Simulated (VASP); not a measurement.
# Ir (Im-3m) in VASP: further runs

Runs on Ir. Level: LDA. Tasks: relaxation of cell and atoms, single point.

Program: VASP 6.6.1. These are calculated values, not measurements. Logs are shortened: lines on timing, memory, paths and dates and some standing lists are left out, and cuts for length are marked.

### Step 1. The cell of the first run

It takes space group Im-3m (No. 229, cubic). The conventional cell has a = 2.686 Å, b = 2.686 Å, c = 2.686 Å, α = 90.00°, β = 90.00°, γ = 90.00°. Within 3.1 Å of Ir (site symmetry m-3m) lie 14 Ir at 2.33 to 2.69 Å.

### Step 2. Relaxation of cell and atoms, LDA, target pressure 340 GPa, at which the enthalpy is minimised

INCAR

```
ALGO     = Normal         # electronic algorithm
EDIFF    = 1E-6           # SCF threshold, eV
EDIFFG   = -0.005         # ionic threshold
ENCUT    = 600            # plane-wave cutoff, eV
GGA      = CA             # functional
IBRION   = 2              # ionic algorithm
ISIF     = 3              # what is computed and relaxed
ISMEAR   = -1             # smearing method
LASPH    = True           # aspherical terms in the spheres
LCHARG   = False          # write CHGCAR
LREAL    = False          # projectors in reciprocal space
LWAVE    = False          # write WAVECAR
NELM     = 60             # most SCF steps
NSW      = 60             # ionic steps
PREC     = Accurate       # precision mode
PSTRESS  = 3400.0       
SIGMA    = 0.08           # smearing width, eV
```

KPOINTS

```
k-points
0
Gamma
  20 20 20
```

POSCAR

```
Ir
1.0
   -1.3430051748      1.3430051748      1.3430051748
    1.3430051748     -1.3430051748      1.3430051748
    1.3430051748      1.3430051748     -1.3430051748
Ir
1
Direct
    0.0000000000      0.0000000000      0.0000000000
```

Potentials or basis: VASP PAW LDA potentials, release 64 (Ir).

Started as:

```sh
cat potpaw_LDA.64/Ir/POTCAR > POTCAR
mpirun -np 1 vasp_std > vasp.out
```

OUTCAR:

```text
EDIFF = 1E-6
   EDIFFG = -0.005
   ENCUT = 600
   GGA = CA
   IBRION = 2
   ISIF = 3
   ISMEAR = -1
   LASPH = True
   LREAL = False
   NELM = 60
   NSW = 60
   PREC = Accurate
   PSTRESS = 3400.0

 ion  position               nearest neighbor table
   1  0.000  0.000  0.000-

  LATTYP: Found a body centered cubic cell.
 ALAT       =     2.6860103496

  Lattice vectors:

 A1 = (  -1.3430051748,   1.3430051748,   1.3430051748)
 A2 = (   1.3430051748,  -1.3430051748,   1.3430051748)
 A3 = (   1.3430051748,   1.3430051748,  -1.3430051748)

Analysis of symmetry for initial positions (statically):
=====================================================================
 Subroutine PRICEL returns:
 Original cell was already a primitive cell.

 Routine SETGRP: Setting up the symmetry group for a
 body centered cubic supercell.

 Subroutine GETGRP returns: Found 48 space group operations
 (whereof 48 operations were pure point group operations)
 out of a pool of 48 trial point group operations.

The static configuration has the point symmetry O_h .

Analysis of symmetry for dynamics (positions and initial velocities):
=====================================================================
 Subroutine PRICEL returns:
 Original cell was already a primitive cell.

 Routine SETGRP: Setting up the symmetry group for a
 body centered cubic supercell.

 Subroutine GETGRP returns: Found 48 space group operations
 (whereof 48 operations were pure point group operations)
 out of a pool of 48 trial point group operations.

The dynamic configuration has the point symmetry O_h .

 Subroutine INISYM returns: Found 48 space group operations
 (whereof 48 operations are pure point group operations),
 and found     1 'primitive' translations

----------------------------------------------------------------------------------------

                                     Primitive cell

  volume of cell :       9.6893

  direct lattice vectors                    reciprocal lattice vectors
    -1.343005175  1.343005175  1.343005175     0.000000000  0.372299385  0.372299385
     1.343005175 -1.343005175  1.343005175     0.372299385  0.000000000  0.372299385
     1.343005175  1.343005175 -1.343005175     0.372299385  0.372299385  0.000000000

  length of vectors
     2.326153198  2.326153198  2.326153198     0.526510839  0.526510839  0.526510839

  position of ions in fractional coordinates (direct lattice)
     0.000000000  0.000000000  0.000000000

  ion indices of the primitive-cell ions
   primitive index   ion index
                 1           1

----------------------------------------------------------------------------------------

 KPOINTS: k-points

Automatic generation of k-mesh.
 Grid dimensions read from file:
 generate k-points for:   20   20   20

 Generating k-lattice:

  Cartesian coordinates                     Fractional coordinates (reciprocal lattice)
     0.000000000  0.018614969  0.018614969     0.050000000  0.000000000  0.000000000
     0.018614969  0.000000000  0.018614969     0.000000000  0.050000000  0.000000000
     0.018614969  0.018614969  0.000000000     0.000000000  0.000000000  0.050000000

  Length of vectors
     0.026325542  0.026325542  0.026325542

  Shift w.r.t. Gamma in fractional coordinates (k-lattice)
     0.000000000  0.000000000  0.000000000

 Subroutine IBZKPT returns following result:
 ===========================================

 Found    256 irreducible k-points:

 Following reciprocal coordinates:
            Coordinates               Weight
  0.000000  0.000000  0.000000      1.000000
  0.050000  0.000000  0.000000     12.000000
  0.100000  0.000000  0.000000     12.000000
  0.150000  0.000000  0.000000     12.000000
  0.200000  0.000000  0.000000     12.000000
  0.250000  0.000000  0.000000     12.000000
[... 16 lines left out ...]
  0.200000  0.100000  0.000000     48.000000
  0.250000  0.100000  0.000000     48.000000
 [... further k-points ...]
   k-points           NKPTS =    256   k-points in BZ     NKDIM =    256   number of bands    NBANDS=      8
   number of dos      NEDOS =    301   number of ions     NIONS =      1
   total plane-waves  NPLWV =   8000
   dimension x,y,z NGX =    20 NGY =   20 NGZ =   20
   dimension x,y,z NGXF=    40 NGYF=   40 NGZF=   40
   ions per type =               1
   NGX,Y,Z   is equivalent  to a cutoff of  14.29, 14.29, 14.29 a.u.
   NGXF,Y,Z  is equivalent  to a cutoff of  28.59, 28.59, 28.59 a.u.
 SYSTEM =  unknown system
   PREC   = accura    normal or accurate (medium, high low for compatibility)
   ISTART =      0    job   : 0-new  1-cont  2-samecut
   ICHARG =      2    charge: 1-file 2-atom 10-const
   ISPIN  =      1    spin polarized calculation?
   LNONCOLLINEAR =      F non collinear calculations
   LSORBIT =      F    spin-orbit coupling
   LASPH  =      T    aspherical Exc in radial PAW
   ENCUT  =  600.0 eV  44.10 Ry    6.64 a.u.   4.65  4.65  4.65*2*pi/ulx,y,z
   NELM   =     60;   NELMIN=  2; NELMDL= -5     # of ELM steps
   EDIFF  = 0.1E-05   stopping-criterion for ELM
   LREAL  =      F    real-space projection
   EDIFFG = -.5E-02   stopping-criterion for IOM
   NSW    =     60    number of steps for IOM
   IBRION =      2    ionic relax: 0-MD 1-quasi-New 2-CG
   NFREE  =      1    steps in history (QN), initial steepest desc. (CG)
   ISIF   =      3    stress and relaxation
   ISYM   =      2    0-nonsym 1-usesym 2-fastsym
   POTIM  = 0.5000    time-step for ionic-motion
   TEBEG  =    0.0;   TEEND  =   0.0 temperature during run
   PSTRESS= 3400.0 pullay stress
   NELECT =       9.0000    total number of electrons
   NUPDOWN=      -1.0000    fix difference up-down
   EMIN   =  10.00;   EMAX   =-10.00  energy-range for DOS
   EFERMI =   0.00;   METHOD = LEGACY
   ISMEAR =    -1;   SIGMA  =   0.08  broadening in eV -4-tet -1-fermi 0-gaus
   EFERMI_NEDOS =   21; number of points for ismear=-14 and -15
   IALGO  =     38    algorithm
   IMIX   =      4    mixing-type and parameters
     AMIX     =   0.40;   BMIX     =  1.00
     AMIX_MAG =   1.60;   BMIX_MAG =  1.00
  volume/ion in A,a.u.               =       9.69        65.39
  Fermi-wavevector in a.u.,A,eV,Ry     =   1.597318  3.018493 34.714231  2.551424
  Thomas-Fermi vector in A             =   2.694943
   LORBIT       =      0    0 simple, 1 ext, 2 COOP (PROOUT), +10 PAW based schemes
   GGA     = CA    functional components
   LHFCALC =     F    Hartree Fock is set to
   AEXX    =    0.0000 exact exchange contribution
   IVDW    =     0    specifies the selected vdW correction
   LEPSILON=     F    determine dielectric tensor
   LRPA    =     F    only Hartree local field effects (RPA)
 conjugate gradient relaxation of ions
 non-spin polarized calculation
  energy-cutoff  :      600.00
  volume of cell :        9.69
 maximum number of plane-waves:       336
   NGX =  9   NGY =  9   NGZ =  9

--------------------------------------- Ionic step        1  -------------------------------------------

 number of electron       9.0000000 magnetization

 Free energy of the ion-electron system (eV)
  ---------------------------------------------------
  ext. energy  EPLUGINS =         0.00000000
  ---------------------------------------------------
  free energy    TOTEN  =        -5.89469958 eV

  energy without entropy =       -5.86674872  energy(sigma->0) =       -5.88072415

------------------------ aborting loop because EDIFF is reached ----------------------------------------

  FORCE on cell =-STRESS in cart. coord.  units (eV):
  Direction    XX          YY          ZZ          XY          YZ          ZX
  --------------------------------------------------------------------------------------
  -------------------------------------------------------------------------------------
  Total       22.4841454     22.4841454     22.4841454     -0.0000000      0.0000000     -0.0000000
  in kB     3717.8675857   3717.8675857   3717.8675857     -0.0000000      0.0000000     -0.0000000
  external PRESSURE =     317.8675857 kB  Pullay stress =    3400.0000000 kB
[... 207 lines left out ...]
  enthalpy is  TOTEN    =        14.6494898389 eV   P V=       20.9384408312

--------------------------------------- Ionic step        7  -------------------------------------------

 number of electron       8.9999999 magnetization

 Free energy of the ion-electron system (eV)
  ---------------------------------------------------
  ext. energy  EPLUGINS =         0.00000000
  ---------------------------------------------------
  free energy    TOTEN  =        -6.29327950 eV

  energy without entropy =       -6.26448257  energy(sigma->0) =       -6.27888104

 E-fermi :  17.4700     XC(G=0): -16.2791

 val. band max:       17.4599307098   @ k =   0.2500   0.2000   0.0500
 cond. band min:      17.4702808947   @ k =   0.3000   0.2000   0.2000
 fundamental gap:      0.0103501849
 Fermi energy:        17.4699896394

 k-point     1 :       0.0000    0.0000    0.0000
  band No.  band energies     occupation
      1       2.5761      2.00000
      2      11.0447      2.00000
      3      11.0447      2.00000
      4      11.0447      2.00000
      5      16.1541      2.00000
      6      16.1541      2.00000
      7      33.8289      0.00000
      8      33.8289      0.00000
[... 243 lines left out ...]
 k-point    24 :       0.2500    0.1000    0.0000
  band No.  band energies     occupation
      1       6.1946      2.00000
      2       8.8773      2.00000
      3      11.1853      2.00000
      4      15.1167      2.00000
      5      17.0696      1.98668
      6      17.8874      0.01078
      7      33.7865      0.00000
      8      36.4598      0.00000

 [... further k-points ...]
[... 5 lines left out ...]
  --------------------------------------------------------------------------------------
  -------------------------------------------------------------------------------------
  Total       20.9473997     20.9473997     20.9473997     -0.0000000      0.0000000     -0.0000000
  in kB     3400.7522482   3400.7522482   3400.7522482     -0.0000000      0.0000000     -0.0000000
  external PRESSURE =       0.7522482 kB  Pullay stress =    3400.0000000 kB
[... 16 lines left out ...]
  FREE ENERGIE OF THE ION-ELECTRON SYSTEM (eV)
  ---------------------------------------------------
  free  energy   TOTEN  =        -6.2932794987 eV

  energy  without entropy=       -6.2644825722  energy(sigma->0) =       -6.27888104

  enthalpy is  TOTEN    =        14.6494866322 eV   P V=       20.9427661309

 reached required accuracy - stopping structural energy minimisation
```

It took 28 s on 1 thread of Intel Xeon 6975P-C (Granite Rapids), shared host; peak memory 0.16 GiB.

What came out:

```
Free energy                                            : -6.2933 eV
Relaxed volume                                         : 9.87 Å³/atom
Relaxed cell                                           : a = 2.340 Å, b = 2.340 Å, c = 2.340 Å, α = 109.47°, β = 109.47°, γ = 109.47°
Space group after relaxing (to 0.05 Å)                 : Im-3m (No. 229)
Energy change on relaxing (the enthalpy is what falls) : -398.6 meV/atom
Ionic steps                                            : 7
Pressure after relaxing                                : 340.1 GPa
```

Step by step:
```
step  energy change (eV)  largest force (eV/Å)  pressure (GPa)  volume (Å³)
   1              0.0000                0.0000          371.79         9.69
   2             -3.4528                0.0000           65.59        12.64
   3             -0.4608                0.0000          335.10         9.90
   4             -0.4005                0.0000          339.91         9.87
   5             -0.3928                0.0000          340.54         9.87
   6             -0.3943                0.0000          340.45         9.87
   7             -0.3986                0.0000          340.08         9.87
```

Final structure:
```cif
data_structure
_symmetry_space_group_name_H-M 'P 1'
_symmetry_Int_Tables_number 1
_cell_length_a 2.3404
_cell_length_b 2.3404
_cell_length_c 2.3404
_cell_angle_alpha 109.471
_cell_angle_beta 109.471
_cell_angle_gamma 109.471
_cell_volume 9.87
loop_
_atom_site_label
_atom_site_type_symbol
_atom_site_fract_x
_atom_site_fract_y
_atom_site_fract_z
_atom_site_occupancy
Ir1 Ir 0.00000 0.00000 0.00000 1
```

Levels at points of the mesh, in eV from the Fermi level:
```tsv
k point	band 1	band 2	band 3	band 4	band 5	band 6	band 7	band 8
(0.00, 0.00, 0.00)	-14.89	-6.43	-6.43	-6.43	-1.32	-1.32	16.36	16.36
(0.50, 0.00, 0.00)	-12.47	-9.67	-1.30	-0.19	-0.07	4.31	12.63	13.71
(0.50, 0.50, 0.50)	-12.62	-12.62	2.84	2.84	2.84	9.94	9.94	9.94
```

Caveat: the cell is relaxed towards a set pressure, so the enthalpy falls and the energy may rise; spin-orbit coupling is left out, which moves the levels of the heavy elements.

### Step 3. Relaxation of cell and atoms, LDA, target pressure 340 GPa, at which the enthalpy is minimised

This run uses another cell than the first one, of 9.80 Å³/atom, 1.012 times its volume.

INCAR

```
  ALGO = Normal
  EDIFF = 1E-7
  EDIFFG = -0.005
  ENCUT = 600
  IBRION = 2
  ISIF = 3
  ISMEAR = -1
  LASPH = T
  LCHARG = F
  LREAL = F
  LWAVE = F
  NELM = 60
  NSW = 32
  PREC = Accurate
  PSTRESS = 3400.0
  SIGMA = 0.08
```

KPOINTS is that of step 2.

POSCAR

```
Ir
1.0
   -1.3481637626      1.3481637626      1.3481637626
    1.3481637626     -1.3481637626      1.3481637626
    1.3481637626      1.3481637626     -1.3481637626
Ir
1
Direct
    0.0000000000      0.0000000000      0.0000000000
```

Potentials or basis: VASP PAW LDA potentials, release 64 (Ir).

Started as:

```sh
cat potpaw_LDA.64/Ir/POTCAR > POTCAR
mpirun -np 1 vasp_std > vasp.out
```

Run time: 23 s. Hardware: 1 thread of Intel Xeon 6975P-C (Granite Rapids), shared host; peak memory 0.16 GiB.

The run converged. Its results:

| Quantity | Value |
| --- | --- |
| Free energy | -6.2943 eV |
| Relaxed volume | 9.87 Å³/atom |
| Relaxed cell | a = 2.340 Å, b = 2.340 Å, c = 2.340 Å, α = 109.47°, β = 109.47°, γ = 109.47° |
| Space group after relaxing (to 0.05 Å) | Im-3m (No. 229) |
| Energy change on relaxing (the enthalpy is what falls) | -146.6 meV/atom |
| Ionic steps | 4 |
| Pressure after relaxing | 340.0 GPa |

Step by step:
```
step  energy change (eV)  largest force (eV/Å)  pressure (GPa)  volume (Å³)
   1              0.0000                0.0000          351.69         9.80
   2             -1.7859                0.0000          204.58        10.85
   3             -0.1549                0.0000          339.33         9.87
   4             -0.1466                0.0000          339.99         9.87
```

Final structure:
```
Ir
1.0
    -1.35127    1.35127    1.35127
     1.35127   -1.35127    1.35127
     1.35127    1.35127   -1.35127
Ir
1
Direct
  0.00000 0.00000 0.00000
```

Levels at points of the mesh, in eV from the Fermi level:
| k point | band 2 | band 3 | band 4 | band 5 | band 6 | band 7 |
| --- | --- | --- | --- | --- | --- | --- |
| (0.00, 0.00, 0.00) | -6.42 | -6.42 | -6.42 | -1.32 | -1.32 | 16.36 |
| (0.50, 0.00, 0.00) | -9.67 | -1.30 | -0.19 | -0.07 | 4.31 | 12.63 |
| (0.50, 0.50, 0.50) | -12.62 | 2.84 | 2.84 | 2.84 | 9.93 | 9.93 |

Caveat: the cell is relaxed towards a set pressure, so the enthalpy falls and the energy may rise; spin-orbit coupling is left out, which moves the levels of the heavy elements.

[end of part 1 of 2]
